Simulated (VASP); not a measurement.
Set up this calculation in VASP 6.6.1, as the native input.

| Item | Value |
| --- | --- |
| Task | single point |
| Functional | PBE |
| Potentials or basis | VASP PAW PBE potentials, release 64 (Ti_sv, C) |
| Cutoff | 520 eV |
| k mesh | 8 × 8 × 1 |
| Occupations | gaussian, width 0.1 eV |
| Spin | no spin polarisation |
| Dipole correction | yes |
| Further INCAR settings | ALGO = Normal; EDIFF = 1e-06; NBANDS = 34 |

The structure of Ti4C lies in POSCAR:

```
Ti4C
1.0
    3.2553359278      0.0000000000      0.0000000000
    0.0000000000      3.2553359278      0.0000000000
    0.0000000000      0.0000000000     20.1793674396
Ti C
4 1
Direct
    0.5000000000      0.5000000000      0.1982222690
    0.0000000000      0.0000000000      0.2788822782
    0.5000000000      0.5000000000      0.3551865237
    0.0000000000      0.0000000000      0.4301109767
    0.3750000000      0.3750000000      0.4499718162
```

These files were run (other wordings do the same):

INCAR

```
PREC = Accurate ; ENCUT = 520
EDIFF = 1E-6 ; ISMEAR = 0
SIGMA = 0.1 ; LREAL = False
LASPH = True ; NELM = 60
ALGO = Normal ; ISIF = 2
LWAVE = False ; LCHARG = False
LDIPOL = True ; IDIPOL = 3
DIPOL = 0.5 0.5 0.342 ; GGA = PE
NBANDS = 34
```

KPOINTS

```
Automatic mesh
0
Gamma
  8 8 1
```

Potentials or basis: VASP PAW PBE potentials, release 64 (Ti_sv, C).

The run is started by

```bash
$ cat potpaw_PBE.64/Ti_sv/POTCAR potpaw_PBE.64/C/POTCAR > POTCAR
$ mpirun -np 1 vasp_std > vasp.out
```

It gave:

```yaml
Largest_force: 4.457 eV/Å
Band_gap_on_the_k_mesh: zero (band 26 reaches 0.53 eV, above the bottom of band 27 at -0.05 eV)
```

It took 2.1 min on 1 thread of Intel(R) Xeon(R) 6975P-C (Granite Rapids), on a shared host, peak memory 0.34 GiB.
